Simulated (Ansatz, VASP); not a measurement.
**One calculation of Sn, two programs**

Contents of INCAR:

```
SYSTEM = Sn
PREC = Accurate
ENCUT = 520
EDIFF = 1E-6
ISMEAR = -1
SIGMA = 0.0816
LREAL = .False.
LASPH = .True.
NELM = 60
ALGO = Normal
ISIF = 2
LWAVE = .False.
LCHARG = .False.
GGA = PS
NBANDS = 66
```

The input KPOINTS:

```
regular mesh
0
Gamma
  4 4 4
  0 0 0
```

The input POSCAR:

```
Sn
1.0
    6.6577725840      0.0000000000      0.0000000000
    0.0000000000      6.6577725840      0.0000000000
    0.0000000000      0.0000000000      6.6577725840
Sn
8
Direct
    0.8750000000      0.3750000000      0.3750000000
    0.3750000000      0.8750000000      0.3750000000
    0.3750000000      0.3750000000      0.8750000000
    0.8750000000      0.8750000000      0.8750000000
    0.1250000000      0.1250000000      0.1250000000
    0.6250000000      0.6250000000      0.1250000000
    0.6250000000      0.1250000000      0.6250000000
    0.1250000000      0.6250000000      0.6250000000
```

Input for Ansatz:

```yaml
crystal:
  lattice:
    - [6.657772584, 0.0, 0.0]
    - [0.0, 6.657772584, 0.0]
    - [0.0, 0.0, 6.657772584]
  atoms:
    - { symbol: Sn, position: [0.875, 0.375, 0.375] }
    - { symbol: Sn, position: [0.375, 0.875, 0.375] }
    - { symbol: Sn, position: [0.375, 0.375, 0.875] }
    - { symbol: Sn, position: [0.875, 0.875, 0.875] }
    - { symbol: Sn, position: [0.125, 0.125, 0.125] }
    - { symbol: Sn, position: [0.625, 0.625, 0.125] }
    - { symbol: Sn, position: [0.625, 0.125, 0.625] }
    - { symbol: Sn, position: [0.125, 0.625, 0.625] }
kpoints:
  mp_grid: { grid: [4, 4, 4] }
scf:
  occupations: { method: fermi_dirac, width: 0.0816 }
hamiltonian:
  xc: pbesol
  pseudopotentials: { kind: paw }
output:
  forces: true
  stress: true
  eigenvalues: true
  core_levels:
    shells: { Sn: ["3d"] }
    counted_from: fermi_level
    add_spin: always
```

Alike in both runs: task single point; functional PBEsol; k mesh 4 × 4 × 4; occupations fermi-dirac, width 0.0816 eV; no spin polarisation.

```csv
,VASP,Ansatz
version,VASP 6.6.1,Ansatz 0.2.0
potentials or method,"VASP PAW PBE potentials, release 64 (Sn_d)","PAW with Ansatz's default frozen-core files, scalar-relativistic"
plane-wave cutoff (eV),520,420
valence electrons in the cell,112,112
```

Ansatz gave:

| Quantity | Value |
| --- | --- |
| pressure (GPa) | -1.9 |

Problem. Estimate VASP's values.

Solution. Pressure (GPa): -2.0.

VASP's potentials were made for PBE, not for PBEsol. With one functional, cell and mesh, what is left measures potentials, basis and numerics.
